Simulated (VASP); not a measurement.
# MgZn2O3 (P-3m1) in VASP: single point with PBEsol

Aim: the single point of MgZn2O3 with PBEsol.

Program: VASP 6.6.1. These are calculated values, not measurements. Logs are shortened: lines on timing, memory, paths and dates and some standing lists are left out, and cuts for length are marked.

### Step 1. The cell of the first run

Symmetry: P-3m1, No. 164, trigonal system. Conventional cell: a = 3.053 Å, b = 3.053 Å, c = 7.452 Å, α = 90.00°, β = 90.00°, γ = 120.00°. Within 2.8 Å of Mg (site symmetry -3m) lie 6 O at 2.13 Å. Zn (site symmetry 3m) has 6 O at 2.16 to 2.17 Å within 2.9 Å. O (site symmetry 3m) has 3 Mg at 2.13 Å and 3 Zn at 2.17 Å within 2.8 Å. Within 2.9 Å of O (site symmetry -3m) lie 6 Zn at 2.16 Å.

### Step 2. Single point, PBEsol

INCAR reads:

```
  PREC = Accurate
  ENCUT = 520
  EDIFF = 1E-6
  ISMEAR = 0
  SIGMA = 0.01
  LREAL = False
  LASPH = True
  NELM = 100
  ALGO = Normal
  ISIF = 2
  LWAVE = False
  LCHARG = False
  GGA = PS
  NBANDS = 31
```

KPOINTS reads:

```
regular mesh
0
Gamma
  12 12 4
```

POSCAR reads:

```
MgZn2O3
1.0
    3.0526000000      0.0000000000      0.0000000000
   -1.5263000000      2.6436300000      0.0000000000
    0.0000000000      0.0000000000      7.4520400000
Mg Zn O
1 2 3
Direct
    0.0000000000      0.0000000000      0.0000000000
    0.3333333333      0.6666666667      0.6684200000
    0.6666666667      0.3333333333      0.3315800000
    0.3333333333      0.6666666667      0.1607000000
    0.6666666667      0.3333333333      0.8393000000
    0.0000000000      0.0000000000      0.5000000000
```

Potentials or basis: VASP PAW PBE potentials, release 64 (Mg, Zn, O).

Run with:

```sh
> cat potpaw_PBE.64/Mg/POTCAR potpaw_PBE.64/Zn/POTCAR potpaw_PBE.64/O/POTCAR > POTCAR
> mpirun -np 1 vasp_std > vasp.out
```

OUTCAR:

```text
PREC = Accurate
   ENCUT = 520
   EDIFF = 1E-6
   ISMEAR = 0
   LREAL = False
   LASPH = True
   NELM = 100
   ISIF = 2
   GGA = PS

 ion  position               nearest neighbor table
   1  0.000  0.000  0.000-   4 2.13   5 2.13   5 2.13   4 2.13   5 2.13   4 2.13   2 3.04   3 3.04
                             2 3.04   3 3.04   3 3.04   2 3.04
   2  0.333  0.667  0.668-   6 2.16   6 2.16   6 2.16   5 2.17   5 2.17   5 2.17   1 3.04   1 3.04
                             1 3.04
   3  0.667  0.333  0.332-   6 2.16   6 2.16   6 2.16   4 2.17   4 2.17   4 2.17   1 3.04   1 3.04
                             1 3.04
   4  0.333  0.667  0.161-   1 2.13   1 2.13   1 2.13   3 2.17   3 2.17   3 2.17
   5  0.667  0.333  0.839-   1 2.13   1 2.13   1 2.13   2 2.17   2 2.17   2 2.17
   6  0.000  0.000  0.500-   2 2.16   3 2.16   3 2.16   2 2.16   3 2.16   2 2.16

  LATTYP: Found a hexagonal cell.
 ALAT       =     3.0526000000
 C/A-ratio  =     2.4412107711

  Lattice vectors:

 A1 = (   3.0526000000,   0.0000000000,   0.0000000000)
 A2 = (  -1.5263000000,   2.6436300000,   0.0000000000)
 A3 = (   0.0000000000,   0.0000000000,   7.4520400000)

Analysis of symmetry for initial positions (statically):
=====================================================================
 Subroutine PRICEL returns:
 Original cell was already a primitive cell.

 Routine SETGRP: Setting up the symmetry group for a
 hexagonal supercell.

 Subroutine GETGRP returns: Found 12 space group operations
 (whereof 12 operations were pure point group operations)
 out of a pool of 24 trial point group operations.

The static configuration has the point symmetry D_3d.

Analysis of symmetry for dynamics (positions and initial velocities):
=====================================================================
 Subroutine PRICEL returns:
 Original cell was already a primitive cell.

 Routine SETGRP: Setting up the symmetry group for a
 hexagonal supercell.

 Subroutine GETGRP returns: Found 12 space group operations
 (whereof 12 operations were pure point group operations)
 out of a pool of 24 trial point group operations.

The dynamic configuration has the point symmetry D_3d.

 Subroutine INISYM returns: Found 12 space group operations
 (whereof 12 operations are pure point group operations),
 and found     1 'primitive' translations

----------------------------------------------------------------------------------------

                                     Primitive cell

  volume of cell :      60.1376

  direct lattice vectors                    reciprocal lattice vectors
     3.052600000  0.000000000  0.000000000     0.327589596  0.189133880  0.000000000
    -1.526300000  2.643630000  0.000000000     0.000000000  0.378267761  0.000000000
     0.000000000  0.000000000  7.452040000     0.000000000  0.000000000  0.134191443

  length of vectors
     3.052600000  3.052600738  7.452040000     0.378267852  0.378267761  0.134191443

  position of ions in fractional coordinates (direct lattice)
     0.000000000  0.000000000  0.000000000
     0.333333333  0.666666667  0.668420000
     0.666666667  0.333333333  0.331580000
     0.333333333  0.666666667  0.160700000
     0.666666667  0.333333333  0.839300000
     0.000000000  0.000000000  0.500000000

  ion indices of the primitive-cell ions
   primitive index   ion index
                 1           1
                 2           2
                 3           3
                 4           4
                 5           5
                 6           6

----------------------------------------------------------------------------------------

 KPOINTS: regular mesh

Automatic generation of k-mesh.
 Grid dimensions read from file:
 generate k-points for:   12   12    4

 Generating k-lattice:

  Cartesian coordinates                     Fractional coordinates (reciprocal lattice)
     0.027299133  0.015761157  0.000000000     0.083333333  0.000000000  0.000000000
     0.000000000  0.031522313  0.000000000     0.000000000  0.083333333  0.000000000
     0.000000000  0.000000000  0.033547861     0.000000000  0.000000000  0.250000000

  Length of vectors
     0.031522321  0.031522313  0.033547861

  Shift w.r.t. Gamma in fractional coordinates (k-lattice)
     0.000000000  0.000000000  0.000000000

 Subroutine IBZKPT returns following result:
 ===========================================

 Found     69 irreducible k-points:

 Following reciprocal coordinates:
            Coordinates               Weight
  0.000000  0.000000  0.000000      1.000000
  0.083333  0.000000  0.000000      6.000000
  0.166667  0.000000  0.000000      6.000000
  0.250000  0.000000  0.000000      6.000000
  0.333333  0.000000  0.000000      6.000000
  0.416667  0.000000  0.000000      6.000000
[... 16 lines left out ...]
  0.166667  0.000000  0.250000      6.000000
  0.000000  0.166667  0.250000      6.000000
 [... further k-points ...]
   k-points           NKPTS =     69   k-points in BZ     NKDIM =     69   number of bands    NBANDS=     31
   number of dos      NEDOS =    301   number of ions     NIONS =      6
   total plane-waves  NPLWV =  32256
   dimension x,y,z NGX =    24 NGY =   24 NGZ =   56
   dimension x,y,z NGXF=    48 NGYF=   48 NGZF=  112
   ions per type =               1   2   3
   NGX,Y,Z   is equivalent  to a cutoff of  13.07, 13.07, 12.49 a.u.
   NGXF,Y,Z  is equivalent  to a cutoff of  26.14, 26.14, 24.99 a.u.
 SYSTEM =  unknown system
   PREC   = accura    normal or accurate (medium, high low for compatibility)
   ISTART =      0    job   : 0-new  1-cont  2-samecut
   ICHARG =      2    charge: 1-file 2-atom 10-const
   ISPIN  =      1    spin polarized calculation?
   LNONCOLLINEAR =      F non collinear calculations
   LSORBIT =      F    spin-orbit coupling
   LASPH  =      T    aspherical Exc in radial PAW
   ENCUT  =  520.0 eV  38.22 Ry    6.18 a.u.   5.68  5.68 13.86*2*pi/ulx,y,z
   NELM   =    100;   NELMIN=  2; NELMDL= -5     # of ELM steps
   EDIFF  = 0.1E-05   stopping-criterion for ELM
   LREAL  =      F    real-space projection
   EDIFFG = 0.1E-04   stopping-criterion for IOM
   NSW    =      0    number of steps for IOM
   IBRION =     -1    ionic relax: 0-MD 1-quasi-New 2-CG
   NFREE  =      0    steps in history (QN), initial steepest desc. (CG)
   ISIF   =      2    stress and relaxation
   ISYM   =      2    0-nonsym 1-usesym 2-fastsym
   POTIM  = 0.5000    time-step for ionic-motion
   TEBEG  =    0.0;   TEEND  =   0.0 temperature during run
   PSTRESS=    0.0 pullay stress
   NELECT =      44.0000    total number of electrons
   NUPDOWN=      -1.0000    fix difference up-down
   EMIN   =  10.00;   EMAX   =-10.00  energy-range for DOS
   EFERMI =   0.00;   METHOD = LEGACY
   ISMEAR =     0;   SIGMA  =   0.01  broadening in eV -4-tet -1-fermi 0-gaus
   EFERMI_NEDOS =   21; number of points for ismear=-14 and -15
   IALGO  =     38    algorithm
   IMIX   =      4    mixing-type and parameters
     AMIX     =   0.40;   BMIX     =  1.00
     AMIX_MAG =   1.60;   BMIX_MAG =  1.00
  volume/ion in A,a.u.               =      10.02        67.64
  Fermi-wavevector in a.u.,A,eV,Ry     =   1.475176  2.787678 29.608235  2.176144
  Thomas-Fermi vector in A             =   2.589857
   LORBIT       =      0    0 simple, 1 ext, 2 COOP (PROOUT), +10 PAW based schemes
   GGA     = PS    functional components
   LHFCALC =     F    Hartree Fock is set to
   AEXX    =    0.0000 exact exchange contribution
   IVDW    =     0    specifies the selected vdW correction
   LEPSILON=     F    determine dielectric tensor
   LRPA    =     F    only Hartree local field effects (RPA)
 non-spin polarized calculation
 Gauss-broadening in eV      SIGMA  =   0.01
  energy-cutoff  :      520.00
  volume of cell :       60.14
 maximum number of plane-waves:      1642
 NGX is ok and might be reduce to    24
   NGX = 11   NGY = 11   NGZ = 27

 number of electron      44.0000042 magnetization

 Free energy of the ion-electron system (eV)
  ---------------------------------------------------
  ext. energy  EPLUGINS =         0.00000000
  ---------------------------------------------------
  free energy    TOTEN  =       -31.45042774 eV

  energy without entropy =      -31.45042774  energy(sigma->0) =      -31.45042774

 E-fermi :   2.5273     XC(G=0): -11.9373

 val. band max:        2.4495603399   @ k =   0.0000   0.0000   0.0000
 cond. band min:       4.0603778264   @ k =   0.0000   0.0000   0.0000
 fundamental gap:      1.6108174865
 Fermi energy:         2.5272749039

 k-point     1 :       0.0000    0.0000    0.0000
  band No.  band energies     occupation
      1     -15.4406      2.00000
      2     -14.5757      2.00000
      3     -14.4401      2.00000
      4      -3.6783      2.00000
      5      -2.8639      2.00000
      6      -2.7503      2.00000
[... 23 lines left out ...]
     30      17.2065      0.00000
     31      17.2066      0.00000

 k-point     2 :       0.0833    0.0000    0.0000
  band No.  band energies     occupation
      1     -15.3763      2.00000
      2     -14.5423      2.00000
      3     -14.4041      2.00000
      4      -3.6180      2.00000
      5      -3.0022      2.00000
      6      -2.7289      2.00000
[... 23 lines left out ...]
     30      16.2207      0.00000
     31      17.2488      0.00000

 k-point     3 :       0.1667    0.0000    0.0000
  band No.  band energies     occupation
      1     -15.1937      2.00000
      2     -14.4499      2.00000
      3     -14.3051      2.00000
      4      -3.4670      2.00000
      5      -3.1374      2.00000
      6      -2.6815      2.00000
[... 23 lines left out ...]
     30      16.1012      0.00000
     31      16.2403      0.00000

 k-point     4 :       0.2500    0.0000    0.0000
  band No.  band energies     occupation
      1     -14.9230      2.00000
      2     -14.3219      2.00000
      3     -14.1697      2.00000
      4      -3.3731      2.00000
      5      -3.1688      2.00000
      6      -2.6596      2.00000
[... 23 lines left out ...]
     30      14.9502      0.00000
     31      16.3428      0.00000

 k-point     5 :       0.3333    0.0000    0.0000
  band No.  band energies     occupation
      1     -14.6168      2.00000
      2     -14.1936      2.00000
      3     -14.0394      2.00000
      4      -3.5237      2.00000
      5      -3.1389      2.00000
      6      -2.8321      2.00000
[... 23 lines left out ...]
     30      14.1808      0.00000
     31      16.1261      0.00000
[... 542 lines left out ...]
     30      16.3452      0.00000
     31      17.0947      0.00000

 k-point    22 :       0.0000    0.0833    0.2500
  band No.  band energies     occupation
      1     -15.3094      2.00000
      2     -14.7948      2.00000
      3     -14.2127      2.00000
      4      -3.8569      2.00000
      5      -2.8320      2.00000
      6      -2.7337      2.00000
[... 23 lines left out ...]
     30      16.4968      0.00000
     31      17.0767      0.00000

 k-point    23 :       0.1667    0.0000    0.2500
  band No.  band energies     occupation
      1     -15.1316      2.00000
      2     -14.6692      2.00000
      3     -14.1441      2.00000
      4      -3.6472      2.00000
      5      -2.9790      2.00000
      6      -2.6904      2.00000
[... 23 lines left out ...]
     30      15.8864      0.00000
     31      16.0984      0.00000

 k-point    24 :       0.0000    0.1667    0.2500
  band No.  band energies     occupation
      1     -15.1338      2.00000
      2     -14.6642      2.00000
      3     -14.1470      2.00000
      4      -3.6167      2.00000
      5      -2.9659      2.00000
      6      -2.6827      2.00000
[... 23 lines left out ...]
     30      15.9643      0.00000
     31      16.2338      0.00000

 [... further k-points ...]
[... 5 lines left out ...]
  --------------------------------------------------------------------------------------
  -------------------------------------------------------------------------------------
  Total       -2.5323142     -2.5323158     -2.6015227     -0.0000000      0.0000000      0.0000000
  in kB      -67.4656049    -67.4656484    -69.3094502     -0.0000000      0.0000000      0.0000000
  external PRESSURE =     -68.0802345 kB  Pullay stress =       0.0000000 kB

 VOLUME and BASIS-vectors are now :
 -----------------------------------------------------------------------------
  energy-cutoff  :      520.00
  volume of cell :       60.14
      direct lattice vectors                 reciprocal lattice vectors
     3.052600000  0.000000000  0.000000000     0.327589596  0.189133880  0.000000000
    -1.526300000  2.643630000  0.000000000     0.000000000  0.378267761  0.000000000
     0.000000000  0.000000000  7.452040000     0.000000000  0.000000000  0.134191443

 POSITION                                       TOTAL-FORCE (eV/Angst)
 -----------------------------------------------------------------------------------
      0.00000      0.00000      0.00000         0.000000      0.000000     -0.000000
     -0.00000      1.76242      4.98109        -0.000000     -0.000000      0.015420
      1.52630      0.88121      2.47095         0.000000      0.000000     -0.015420
     -0.00000      1.76242      1.19754         0.000000      0.000000      0.080259
      1.52630      0.88121      6.25450        -0.000000      0.000000     -0.080259
      0.00000      0.00000      3.72602         0.000000      0.000000     -0.000000
 -----------------------------------------------------------------------------------
    total drift:                                0.000000     -0.000000      0.000000

  FREE ENERGIE OF THE ION-ELECTRON SYSTEM (eV)
  ---------------------------------------------------
  free  energy   TOTEN  =       -31.4504277382 eV

  energy  without entropy=      -31.4504277382  energy(sigma->0) =      -31.45042774
```

Wall time 53 s (1 thread of AMD EPYC 9R45 (Zen 5), shared host); peak memory 0.22 GiB.

Results:

```
Free energy            : -31.4504 eV
Pressure               : -6.8 GPa
Largest force          : 0.080 eV/Å
Band gap on the k mesh : 1.61 eV, direct
```

Forces in eV/Å, atoms in the order of the input:
```
Mg   0.000  0.000  0.000
Zn   0.000  0.000  0.015
Zn   0.000  0.000 -0.015
O    0.000  0.000  0.080
O    0.000  0.000 -0.080
O    0.000  0.000  0.000
```

Levels at points of the mesh, in eV from the valence-band top:
```
           k point  band 18  band 19  band 20  band 21  band 22  band 23  band 24  band 25  band 26  band 27
(0.00, 0.00, 0.00)    -0.89    -0.84    -0.84     0.00     0.00     1.61     5.31     5.46    10.18    11.08
(0.50, 0.00, 0.00)    -2.25    -1.56    -1.09    -0.73    -0.32     5.00     6.76     7.11     8.73    10.01
(0.00, 0.00, 0.50)    -1.15    -0.51    -0.51    -0.10    -0.10     3.00     3.88     5.88    10.04    12.68
(0.50, 0.00, 0.50)    -2.06    -2.04    -1.45    -0.15    -0.11     5.42     5.85     7.01     9.31    10.19
```

Caveat: the PAW data sets were made with another functional, which shifts forces and pressure a little. A hybrid or GW would open this gap; PBEsol tends to underestimate it.
